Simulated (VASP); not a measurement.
Write the native input for VASP 6.6.1 that does the following.

```yaml
Task: single point
Functional: r2SCAN
Potentials_or_basis: VASP PAW PBE potentials, release 64 (C)
Cutoff: 520 eV
k_mesh: 12 × 12 × 12
Occupations: gaussian, width 0.01 eV
Spin: no spin polarisation
Dipole_correction: no
Further_INCAR_settings: ALGO = Normal; EDIFF = 1e-06; NBANDS = 11
```

Crystal: C.

```
CELL_PARAMETERS angstrom
0.00000 1.78002 1.78002
1.78002 0.00000 1.78002
1.78002 1.78002 0.00000
ATOMIC_POSITIONS crystal
C 0.00000 0.00000 0.00000
C 0.25000 0.25000 0.25000
```

The input as run:

POSCAR

```
C
1.0
    0.0000000000      1.7800198126      1.7800198126
    1.7800198126      0.0000000000      1.7800198126
    1.7800198126      1.7800198126      0.0000000000
C
2
Direct
    0.0000000000      0.0000000000      0.0000000000
    0.2500000000      0.2500000000      0.2500000000
```

INCAR.step1

```
PREC = Accurate ; ENCUT = 520
ISMEAR = 0 ; SIGMA = 0.01
LREAL = F ; LASPH = T
NELM = 100 ; NBANDS = 11
GGA = PE ; ALGO = Normal
EDIFF = 1E-4 ; LWAVE = T
LCHARG = F
```

INCAR.step2

```
PREC = Accurate ; ENCUT = 520
EDIFF = 1E-6 ; ISMEAR = 0
SIGMA = 0.01 ; LREAL = F
LASPH = T ; NELM = 100
ALGO = Normal ; ISIF = 2
LWAVE = F ; LCHARG = F
METAGGA = R2SCAN ; LMIXTAU = T
NBANDS = 11 ; ISTART = 1
```

KPOINTS

```
regular mesh
0
Gamma
  12 12 12
```

Potentials or basis: VASP PAW PBE potentials, release 64 (C).

Launch:

```sh
$ cat potpaw_PBE.64/C/POTCAR > POTCAR
$ cp INCAR.step1 INCAR
$ mpirun -np 1 vasp_std > vasp.out
$ cp INCAR.step2 INCAR
$ mpirun -np 1 vasp_std > vasp.out
```

Results of the run:

* Pressure: 1.2 GPa
* Band gap on the k mesh: 4.36 eV, indirect (least direct gap 5.85 eV)

Caveat: the PAW data sets were made with another functional, which shifts forces and pressure a little.

Run time: 32 s on 1 thread of Intel(R) Xeon(R) Platinum 8488C (Sapphire Rapids), on a shared host, peak memory 0.12 GiB.
